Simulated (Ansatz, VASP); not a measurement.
Al in VASP and in Ansatz

```
Al
1.0
    -1.33554    1.33554    2.09119
     1.33554   -1.33554    2.09119
     1.33554    1.33554   -2.09119
Al
1
Direct
  0.00000 0.00000 0.00000
```

Alike in both runs: task single point; functional LDA; k mesh 22 × 22 × 22; occupations gaussian, width 0.15 eV; no spin polarisation.

|  | VASP | Ansatz |
| --- | --- | --- |
| version | VASP 6.6.1 | Ansatz 0.2.0 |
| potentials or method | VASP PAW LDA potentials, release 64 (Al), cutoff 520 eV | scalar-relativistic, plane waves, PAW |
| valence electrons in the cell | 3 | 3 |

VASP gave:

* gap on the k mesh at the Fermi level (eV): none
* pressure (GPa): 6.6
* traceless stress, the component that is largest in VASP (GPa): -5.83

Which values does Ansatz return?

gap on the k mesh at the Fermi level (eV): none; pressure (GPa): 6.5; traceless stress, the component that is largest in VASP (GPa): -5.79.

LDA's correlation is that of Perdew and Zunger in VASP and of Perdew and Wang (1992) in Ansatz. A gap of «none» marks a metal or a gap that the smearing closes.
